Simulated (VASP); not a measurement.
Crystal: BN.

```
B N
1.0
     2.30596    0.00000    0.00000
    -1.15298    2.15498    0.00000
     0.00000    0.00000    6.97137
B N
2 2
Cartesian
  0.0000 1.4367 1.7428
  1.1530 0.7183 5.2285
  0.0000 1.4367 5.2285
  1.1530 0.7183 1.7428
```

This cell differs from its parent crystal: normal strain along x -0.0733, normal strain along z +0.0733.

| Item | Value |
| --- | --- |
| Program | VASP 6.6.1 |
| Task | relaxation of the atoms |
| Functional | LDA |
| Potentials or basis | VASP PAW LDA potentials, release 64 (B, N) |
| Cutoff | 520 eV |
| k mesh | 12 × 12 × 4 |
| Occupations | gaussian, width 0.05 eV |
| Spin | no spin polarisation |

At the start: pressure 33.2 GPa; volume 8.66 Å³/atom.

How do energy, volume and symmetry change on relaxing?

Over 8 steps the energy falls by 12.0 meV/atom at a fixed cell; space group Cmcm (No. 63, to 0.1 Å) before and after.

The path:
```tsv
step	energy change (eV)	largest force (eV/Å)	pressure (GPa)
1	0.0000	1.6012	33.23
2	0.9120	8.1249	36.56
3	-0.0479	0.0174	31.87
4	-0.0479	0.0223	31.88
5	-0.0479	0.0209	31.88
6	-0.0479	0.0175	31.88
7	-0.0479	0.0137	31.88
8	-0.0479	0.0047	31.87
```

Final structure:
```yaml
crystal:
  lattice:
    - [2.30596, 0.00000, 0.00000]
    - [-1.15298, 2.15498, 0.00000]
    - [0.00000, 0.00000, 6.97137]
  atoms:
    - { symbol: B, position: [0.33665, 0.67331, 0.25000] }
    - { symbol: B, position: [0.66335, 0.32669, 0.75000] }
    - { symbol: N, position: [0.33690, 0.67380, 0.75000] }
    - { symbol: N, position: [0.66310, 0.32621, 0.25000] }
```

Caveat: the cell differs from its parent crystal (normal strain along x -0.0733, normal strain along z +0.0733).
